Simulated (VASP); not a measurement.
Input of a VASP 6.6.1 run:

The input INCAR:

```
SYSTEM = GaP
PREC     = Accurate       ! precision mode
ENCUT    = 520            ! plane-wave cutoff, eV
EDIFF    = 1E-6           ! SCF threshold, eV
ISMEAR   = -1             ! smearing method
SIGMA    = 0.05           ! smearing width, eV
LREAL    = .False.        ! projectors in reciprocal space
LASPH    = .True.         ! aspherical terms in the spheres
NELM     = 100            ! most SCF steps
ALGO     = Normal         ! electronic algorithm
ISIF     = 2              ! what is computed and relaxed
LWAVE    = .False.        ! write WAVECAR
LCHARG   = .False.        ! write CHGCAR
GGA      = PE             ! functional
NBANDS   = 16             ! bands
```

The input KPOINTS:

```
regular mesh
0
Gamma
  10 10 10
  0 0 0
```

POSCAR

```
GaP
1.0
    0.0000000000      2.6700902952      2.6700902952
    2.6700902952      0.0000000000      2.6700902952
    2.6700902952      2.6700902952      0.0000000000
Ga P
1 1
Direct
    0.0000000000      0.0000000000      0.0000000000
    0.7500000000      0.7500000000      0.7500000000
```

Potentials or basis: VASP PAW PBE potentials, release 64 (Ga_d, P).

Run with:

```bash
$ cat potpaw_PBE.64/Ga_d/POTCAR potpaw_PBE.64/P/POTCAR > POTCAR
$ mpirun -np 1 vasp_std > vasp.out
```

Estimate the pressure.

8.5 GPa.

Estimate the band gap on the k mesh.

1.49 eV (least direct gap 2.34 eV).

Caveat: the cell stands under pressure. A k mesh can miss the band edges.
